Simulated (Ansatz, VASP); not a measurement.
One calculation of Mo, two programs

```xyz
1
Lattice="-1.3497 1.5626 1.5626 1.5626 -1.3497 1.5626 1.5626 1.5626 -1.3497" Properties=species:S:1:pos:R:3 pbc="T T T"
Mo    0.0000    0.0000    0.0000
```

Alike in both runs: task single point; functional LDA; k mesh 22 × 22 × 22; occupations gaussian, width 0.15 eV; no spin polarisation.

|  | VASP | Ansatz |
| --- | --- | --- |
| version | VASP 6.6.1 | Ansatz 0.2.0 |
| potentials or method | VASP PAW LDA potentials, release 64 (Mo_sv), cutoff 520 eV | scalar-relativistic, plane waves, PAW |
| valence electrons in the cell | 14 | 14 |

|  | VASP | Ansatz | Ansatz less VASP |
| --- | --- | --- | --- |
| gap on the k mesh at the Fermi level (eV) | none | none | - |
| pressure (GPa) | 7.2 | 5.9 | -1.31 |
| traceless stress, the component that is largest in VASP (GPa) | -11.13 | -11.05 | +0.078 |

Ansatz warns that its potentials were made for another functional, while VASP's fit it. LDA's correlation is that of Perdew and Zunger in VASP and of Perdew and Wang (1992) in Ansatz. A gap of «none» marks a metal or a gap that the smearing closes.
